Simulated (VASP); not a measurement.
Set up this calculation in VASP 6.6.1, as the native input.

```
Task                   : relaxation of cell and atoms
Functional             : PBEsol
Potentials or basis    : VASP PAW PBE potentials, release 64 (Tc_pv)
Cutoff                 : 600 eV
k mesh                 : 12 × 12 × 12
Occupations            : fermi-dirac, width 0.05 eV
Spin                   : no spin polarisation
Dipole correction      : no
Further INCAR settings : ALGO = Normal; EDIFF = 1e-06; IBRION = 2; EDIFFG = -0.01; NSW = 80; ISIF = 3
```

The structure of Tc lies in POSCAR:

```
Tc
1.0
    0.0000000000      1.9500000000      1.9500000000
    1.9500000000      0.0000000000      1.9500000000
    1.9500000000      1.9500000000      0.0000000000
Tc
1
Direct
    0.0000000000      0.0000000000      0.0000000000
```

These files were run (other wordings do the same):

INCAR

```
ALGO = Normal
EDIFF = 1E-6
EDIFFG = -0.01
ENCUT = 600
GGA = PS
IBRION = 2
ISIF = 3
ISMEAR = -1
LASPH = True
LCHARG = False
LREAL = False
LWAVE = False
NELM = 100
NSW = 80
PREC = Accurate
SIGMA = 0.05
```

KPOINTS

```
k-points
0
Gamma
  12 12 12
```

Potentials or basis: VASP PAW PBE potentials, release 64 (Tc_pv).

Run with:

```sh
$ cat potpaw_PBE.64/Tc_pv/POTCAR > POTCAR
$ mpirun -np 1 vasp_std > vasp.out
```

It gave:

The relaxed volume is 14.04 Å³/atom and the relaxed cell is a = 2.708 Å, b = 2.708 Å, c = 2.708 Å, α = 60.00°, β = 60.00°, γ = 60.00°. The space group after relaxing (to 0.05 Å) is Fm-3m (No. 225), the energy gained by relaxing is 40.4 meV/atom and the ionic steps are 5. The pressure after relaxing is 0.1 GPa.

Caveat: the PAW data sets were made with another functional, which shifts forces and pressure a little.

Run time: 31 s on 1 thread of Intel(R) Xeon(R) Platinum 8375C CPU @ 2.90GHz (Ice Lake), with other jobs on the host, peak memory 0.15 GiB.
